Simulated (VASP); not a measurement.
Hf: single point with r2SCAN

The system is Hf.

```xyz
1
Lattice="2.9001 0.0000 0.0000 0.0000 2.9001 0.0000 0.0000 0.0000 2.9001" Properties=species:S:1:pos:R:3 pbc="T T T"
Hf    0.0000    0.0000    0.0000
```

This isn't the form of Hf at room conditions, which is hcp.

```yaml
Program: VASP 6.6.1
Task: single point
Functional: r2SCAN
Potentials_or_basis: VASP PAW PBE potentials, release 64 (Hf_pv)
Cutoff: 520 eV
k_mesh: 18 × 18 × 18
Occupations: fermi-dirac, width 0.1 eV
Spin: no spin polarisation
Dipole_correction: no
Further_INCAR_settings: ALGO = Normal; EDIFF = 1e-06; NBANDS = 11
```

The pressure is -0.4 GPa. The band gap on the k mesh is zero (bands 5 and 6 overlap by 2.48 eV).

Levels at points of the mesh, in eV from the Fermi level:
| k point | band 2 | band 3 | band 4 | band 5 | band 6 | band 7 | band 8 | band 9 |
| --- | --- | --- | --- | --- | --- | --- | --- | --- |
| (0.00, 0.00, 0.00) | -31.03 | -31.03 | -6.88 | -1.53 | -1.53 | 7.00 | 7.00 | 7.00 |
| (0.50, 0.00, 0.00) | -30.94 | -30.94 | -3.22 | -0.57 | -0.32 | 3.44 | 3.44 | 7.37 |
| (0.50, 0.50, 0.00) | -31.90 | -30.86 | -2.98 | -0.58 | 4.21 | 4.21 | 4.60 | 4.60 |
| (0.50, 0.50, 0.50) | -31.77 | -31.77 | -1.24 | -1.24 | -1.24 | 7.20 | 9.36 | 9.36 |

It took 100 s on 1 thread of Intel(R) Xeon(R) Platinum 8259CL CPU @ 2.50GHz (Skylake/Cascade Lake) (shared host), peak memory 0.19 GiB.

Caveat: the PAW data sets were made with another functional, which shifts forces and pressure a little; spin-orbit coupling is left out, which moves the levels of the heavy elements.
